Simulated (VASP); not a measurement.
# Ge in VASP: further runs, part 3 of 3

VASP 6.6.1. Earlier steps stand in the parts before.

## 4. Single point, LDA (functional LDA, strained)

File INCAR:

```
SYSTEM = Ge
  PREC = Accurate
  ENCUT = 520
  EDIFF = 1E-7
  ISMEAR = 0
  SIGMA = 0.1
  LREAL = .FALSE.
  LASPH = .TRUE.
  NELM = 80
  ALGO = Fast
  ISIF = 2
  LWAVE = .FALSE.
  LCHARG = .FALSE.
  GGA = CA
  NBANDS = 21
```

File KPOINTS:

```
regular mesh
0
G
  16 16 16
  0 0 0
```

File POSCAR:

```
Ge
1.0
   -2.6146775035      2.6146775035      1.4192262546
    2.6146775035     -2.6146775035      1.4192262546
    2.6146775035      2.6146775035     -1.4192262546
Ge
2
Direct
    0.2500000000      0.7500000000      0.5000000000
    0.5000000000      0.5000000000      0.0000000000
```

Potentials or basis: VASP PAW LDA potentials, release 64 (Ge_d).

Launch:

```console
cat potpaw_LDA.64/Ge_d/POTCAR > POTCAR
mpirun -np 1 vasp_std > vasp.out
```

OUTCAR:

```text
SYSTEM = Ge
   PREC = Accurate
   ENCUT = 520
   EDIFF = 1E-7
   ISMEAR = 0
   LREAL = .FALSE.
   LASPH = .TRUE.
   NELM = 80
   ISIF = 2
   GGA = CA

 ion  position               nearest neighbor table
   1  0.250  0.750  0.500-   2 2.71   2 2.71   2 2.71   2 2.71
   2  0.500  0.500  0.000-   1 2.71   1 2.71   1 2.71   1 2.71

  LATTYP: Found a body centered tetragonal cell.
 ALAT       =     5.2293550070
 C/A-ratio  =     0.5427920853

  Lattice vectors:

 A1 = (  -2.6146775035,   2.6146775035,   1.4192262546)
 A2 = (   2.6146775035,  -2.6146775035,   1.4192262546)
 A3 = (   2.6146775035,   2.6146775035,  -1.4192262546)

Analysis of symmetry for initial positions (statically):
=====================================================================
 Subroutine PRICEL returns:
 Original cell was already a primitive cell.

 Routine SETGRP: Setting up the symmetry group for a
 body centered tetragonal supercell.

 Subroutine GETGRP returns: Found 16 space group operations
 (whereof  8 operations were pure point group operations)
 out of a pool of 16 trial point group operations.

The static configuration has the point symmetry D_2d.
 The point group associated with its full space group is D_4h.

Analysis of symmetry for dynamics (positions and initial velocities):
=====================================================================
 Subroutine PRICEL returns:
 Original cell was already a primitive cell.

 Routine SETGRP: Setting up the symmetry group for a
 body centered tetragonal supercell.

 Subroutine GETGRP returns: Found 16 space group operations
 (whereof  8 operations were pure point group operations)
 out of a pool of 16 trial point group operations.

The dynamic configuration has the point symmetry D_2d.
 The point group associated with its full space group is D_4h.

 Subroutine INISYM returns: Found 16 space group operations
 (whereof  8 operations are pure point group operations),
 and found     1 'primitive' translations

----------------------------------------------------------------------------------------

                                     Primitive cell

  volume of cell :      38.8104

  direct lattice vectors                    reciprocal lattice vectors
    -2.614677503  2.614677503  1.419226255     0.000000000  0.191228172  0.352304644
     2.614677503 -2.614677503  1.419226255     0.191228172  0.000000000  0.352304644
     2.614677503  2.614677503 -1.419226255     0.191228172  0.191228172  0.000000000

  length of vectors
     3.960717114  3.960717114  3.960717114     0.400857551  0.400857551  0.270437475

  position of ions in fractional coordinates (direct lattice)
     0.250000000  0.750000000  0.500000000
     0.500000000  0.500000000  0.000000000

  ion indices of the primitive-cell ions
   primitive index   ion index
                 1           1
                 2           2

----------------------------------------------------------------------------------------

 KPOINTS: regular mesh

Automatic generation of k-mesh.
 Grid dimensions read from file:
 generate k-points for:   16   16   16

 Generating k-lattice:

  Cartesian coordinates                     Fractional coordinates (reciprocal lattice)
     0.000000000  0.011951761  0.022019040     0.062500000 -0.000000000  0.000000000
     0.011951761  0.000000000  0.022019040    -0.000000000  0.062500000  0.000000000
     0.011951761  0.011951761  0.000000000     0.000000000  0.000000000  0.062500000

  Length of vectors
     0.025053597  0.025053597  0.016902342

  Shift w.r.t. Gamma in fractional coordinates (k-lattice)
     0.000000000  0.000000000  0.000000000

 Subroutine IBZKPT returns following result:
 ===========================================

 Found    349 irreducible k-points:

 Following reciprocal coordinates:
            Coordinates               Weight
  0.000000  0.000000  0.000000      1.000000
  0.062500  0.000000  0.000000      8.000000
  0.125000  0.000000  0.000000      8.000000
  0.187500  0.000000 -0.000000      8.000000
  0.250000  0.000000  0.000000      8.000000
  0.312500  0.000000  0.000000      8.000000
[... 16 lines left out ...]
 -0.125000  0.062500  0.000000     16.000000
 -0.062500  0.062500  0.000000      4.000000
 [... further k-points ...]
   k-points           NKPTS =    349   k-points in BZ     NKDIM =    349   number of bands    NBANDS=     21
   number of dos      NEDOS =    301   number of ions     NIONS =      2
   total plane-waves  NPLWV =  27000
   dimension x,y,z NGX =    30 NGY =   30 NGZ =   30
   dimension x,y,z NGXF=    60 NGYF=   60 NGZF=   60
   ions per type =               2
   NGX,Y,Z   is equivalent  to a cutoff of  12.59, 12.59, 12.59 a.u.
   NGXF,Y,Z  is equivalent  to a cutoff of  25.18, 25.18, 25.18 a.u.
 SYSTEM =  Ge
   PREC   = accura    normal or accurate (medium, high low for compatibility)
   ISTART =      0    job   : 0-new  1-cont  2-samecut
   ICHARG =      2    charge: 1-file 2-atom 10-const
   ISPIN  =      1    spin polarized calculation?
   LNONCOLLINEAR =      F non collinear calculations
   LSORBIT =      F    spin-orbit coupling
   LASPH  =      T    aspherical Exc in radial PAW
   ENCUT  =  520.0 eV  38.22 Ry    6.18 a.u.   7.36  7.36  7.36*2*pi/ulx,y,z
   NELM   =     80;   NELMIN=  2; NELMDL= -5     # of ELM steps
   EDIFF  = 0.1E-06   stopping-criterion for ELM
   LREAL  =      F    real-space projection
   EDIFFG = 0.1E-05   stopping-criterion for IOM
   NSW    =      0    number of steps for IOM
   IBRION =     -1    ionic relax: 0-MD 1-quasi-New 2-CG
   NFREE  =      0    steps in history (QN), initial steepest desc. (CG)
   ISIF   =      2    stress and relaxation
   ISYM   =      2    0-nonsym 1-usesym 2-fastsym
   POTIM  = 0.5000    time-step for ionic-motion
   TEBEG  =    0.0;   TEEND  =   0.0 temperature during run
   PSTRESS=    0.0 pullay stress
   NELECT =      28.0000    total number of electrons
   NUPDOWN=      -1.0000    fix difference up-down
   EMIN   =  10.00;   EMAX   =-10.00  energy-range for DOS
   EFERMI =   0.00;   METHOD = LEGACY
   ISMEAR =     0;   SIGMA  =   0.10  broadening in eV -4-tet -1-fermi 0-gaus
   EFERMI_NEDOS =   21; number of points for ismear=-14 and -15
   IALGO  =     68    algorithm
   IMIX   =      4    mixing-type and parameters
     AMIX     =   0.40;   BMIX     =  1.00
     AMIX_MAG =   1.60;   BMIX_MAG =  1.00
  volume/ion in A,a.u.               =      19.41       130.95
  Fermi-wavevector in a.u.,A,eV,Ry     =   1.468289  2.774664 29.332427  2.155873
  Thomas-Fermi vector in A             =   2.583805
   LORBIT       =      0    0 simple, 1 ext, 2 COOP (PROOUT), +10 PAW based schemes
   GGA     = CA    functional components
   LHFCALC =     F    Hartree Fock is set to
   AEXX    =    0.0000 exact exchange contribution
   IVDW    =     0    specifies the selected vdW correction
   LEPSILON=     F    determine dielectric tensor
   LRPA    =     F    only Hartree local field effects (RPA)
 non-spin polarized calculation
 RMM-DIIS sequential band-by-band and
 Gauss-broadening in eV      SIGMA  =   0.10
  energy-cutoff  :      520.00
  volume of cell :       38.81
 maximum number of plane-waves:      1073
 NGX is ok and might be reduce to    30
   NGX = 15   NGY = 15   NGZ = 15

 number of electron      28.0000002 magnetization

 Free energy of the ion-electron system (eV)
  ---------------------------------------------------
  ext. energy  EPLUGINS =         0.00000000
  ---------------------------------------------------
  free energy    TOTEN  =        -9.97905606 eV

  energy without entropy =       -9.97498601  energy(sigma->0) =       -9.97702103

 E-fermi :   6.0220     XC(G=0): -11.3706

 val. band max:        6.0049981537   @ k =  -0.3125   0.3125   0.1875
 cond. band min:       6.0270651367   @ k =  -0.1250   0.1875   0.0625
 fundamental gap:      0.0220669830
 Fermi energy:         6.0220307350

 k-point     1 :       0.0000    0.0000    0.0000
  band No.  band energies     occupation
      1     -18.7761      2.00000
      2     -18.7396      2.00000
      3     -18.7099      2.00000
      4     -18.7074      2.00000
      5     -18.6183      2.00000
      6     -18.6183      2.00000
[... 550 lines left out ...]
      5     -18.6191      2.00000
      6     -18.6173      2.00000
[... 13 lines left out ...]
     20      17.6986      0.00000
     21      18.3664      0.00000

 [... further k-points ...]

------------------------ aborting loop because EDIFF is reached ----------------------------------------

  FORCE on cell =-STRESS in cart. coord.  units (eV):
  Direction    XX          YY          ZZ          XY          YZ          ZX
  --------------------------------------------------------------------------------------
  -------------------------------------------------------------------------------------
  Total       -1.3645622     -1.3645622     -1.2120023      0.0000000      0.0000000      0.0000000
  in kB      -56.3321125    -56.3321125    -50.0341072      0.0000000      0.0000000      0.0000000
  external PRESSURE =     -54.2327774 kB  Pullay stress =       0.0000000 kB

 VOLUME and BASIS-vectors are now :
 -----------------------------------------------------------------------------
  energy-cutoff  :      520.00
  volume of cell :       38.81
      direct lattice vectors                 reciprocal lattice vectors
    -2.614677503  2.614677503  1.419226255     0.000000000  0.191228172  0.352304644
     2.614677503 -2.614677503  1.419226255     0.191228172  0.000000000  0.352304644
     2.614677503  2.614677503 -1.419226255     0.191228172  0.191228172  0.000000000

 POSITION                                       TOTAL-FORCE (eV/Angst)
 -----------------------------------------------------------------------------------
      2.61468     -0.00000      0.70961         0.000000      0.000000     -0.000000
      0.00000      0.00000      1.41923        -0.000000     -0.000000      0.000000
 -----------------------------------------------------------------------------------
    total drift:                                0.000000     -0.000000      0.000000

  FREE ENERGIE OF THE ION-ELECTRON SYSTEM (eV)
  ---------------------------------------------------
  free  energy   TOTEN  =        -9.9790560583 eV

  energy  without entropy=       -9.9749860098  energy(sigma->0) =       -9.97702103
```

Wall time 7.4 min (1 thread of Intel Xeon Platinum 8375C at 2.90GHz (Ice Lake), shared host); peak memory 0.32 GiB.

What came out:

```
Free energy            : -9.9791 eV
Pressure               : -5.4 GPa
Band gap on the k mesh : zero (band 14 reaches 7.84 eV, above the bottom of band 15 at 2.92 eV)
```

Caveat: the cell differs from its parent crystal (functional LDA, strained).

## 5. Single point, PBE (strained)

File INCAR:

```
PREC     = Accurate       # precision mode
ENCUT    = 520            # plane-wave cutoff, eV
EDIFF    = 1E-6           # SCF threshold, eV
ISMEAR   = 0              # smearing method
SIGMA    = 0.1            # smearing width, eV
LREAL    = False          # projectors in reciprocal space
LASPH    = True           # aspherical terms in the spheres
NELM     = 80             # most SCF steps
ALGO     = Fast           # electronic algorithm
ISIF     = 2              # what is computed and relaxed
LWAVE    = False          # write WAVECAR
LCHARG   = False          # write CHGCAR
GGA      = PE             # functional
NBANDS   = 21             # bands
```

File KPOINTS:

```
regular mesh
0
Gamma
  14 14 14
```

File POSCAR:

```
Ge
1.0
   -2.6348357580      2.6348357580      1.4325296229
    2.6348357580     -2.6348357580      1.4325296229
    2.5833459636      2.5833459636     -1.4325296229
Ge
2
Direct
    0.2500000000      0.7500000000      0.5000000000
    0.5000000000      0.5000000000      0.0000000000
```

Potentials or basis: VASP PAW PBE potentials, release 64 (Ge_d).

Launch:

```console
cat potpaw_PBE.64/Ge_d/POTCAR > POTCAR
mpirun -np 1 vasp_std > vasp.out
```

It took 5.9 min on 1 thread of Intel Xeon Platinum 8375C at 2.90GHz (Ice Lake), shared host; peak memory 0.38 GiB.

It converged, with:

| Quantity | Value |
| --- | --- |
| Free energy | -8.5708 eV |
| Pressure | -0.7 GPa |
| Band gap on the k mesh | zero (band 14 reaches 7.98 eV, above the bottom of band 15 at 3.24 eV) |

Stress tensor (GPa, compression positive):
```
-1.03  0.74  0.00
 0.74 -1.03  0.00
 0.00  0.00  0.01
```

Levels at points of the mesh, in eV from the Fermi level:
| k point | band 10 | band 11 | band 12 | band 13 | band 14 | band 15 | band 16 | band 17 | band 18 | band 19 |
| --- | --- | --- | --- | --- | --- | --- | --- | --- | --- | --- |
| (0.00, 0.00, 0.00) | -24.41 | -12.85 | -4.09 | -2.29 | -1.95 | 3.48 | 7.33 | 7.44 | 7.59 | 7.77 |
| (0.50, 0.00, 0.00) | -24.45 | -7.99 | -6.21 | -2.64 | -1.83 | -1.27 | 2.57 | 3.44 | 5.29 | 8.70 |
| (0.50, 0.50, 0.00) | -24.49 | -10.25 | -10.25 | 0.83 | 0.83 | 2.09 | 2.09 | 7.09 | 7.09 | 10.97 |
| (0.00, 0.00, 0.50) | -24.49 | -10.16 | -10.16 | 0.60 | 0.60 | 1.76 | 1.76 | 7.01 | 7.01 | 10.89 |
| (0.50, 0.50, 0.50) | -24.53 | -8.64 | -8.64 | -5.54 | -5.54 | 5.73 | 5.73 | 10.58 | 10.58 | 14.85 |

Caveat: the cell differs from its parent crystal (strained).

## 6. The runs side by side

| level | potentials or basis | cell | k mesh | further INCAR settings | gap on the mesh (eV) | pressure (GPa) |
| --- | --- | --- | --- | --- | --- | --- |
| PBE | VASP PAW PBE potentials, release 64 (Ge_d) | a = 3.856 Å, angles 96.6, 96.6, 140.3°, 2 atoms | 16 × 16 × 16 | ALGO = Fast; EDIFF = 1e-06; NBANDS = 21 | none | 10.6 |
| PBE | VASP PAW PBE potentials, release 64 (Ge_d) | a = 3.900 Å, angles 97.2, 97.2, 138.6°, 2 atoms | 16 × 16 × 16 | ALGO = Fast; EDIFF = 1e-07; NBANDS = 21 | none | 4.1 |
| LDA | VASP PAW LDA potentials, release 64 (Ge_d) | a = 3.961 Å, angles 97.4, 97.4, 138.0°, 2 atoms | 16 × 16 × 16 | ALGO = Fast; EDIFF = 1e-07; NBANDS = 21 | none | -5.4 |
| PBE | VASP PAW PBE potentials, release 64 (Ge_d) | a = 3.992, b = 3.992, c = 3.924 Å, angles 97.5, 97.5, 137.9°, 2 atoms | 14 × 14 × 14 | ALGO = Fast; EDIFF = 1e-06; NBANDS = 21 | none | -0.7 |

Alike in all rows: task single point; no spin polarisation; cutoff (eV) 520; smearing gaussian 0.1 eV.

Absolute energies hang on the potentials; compare differences alone.
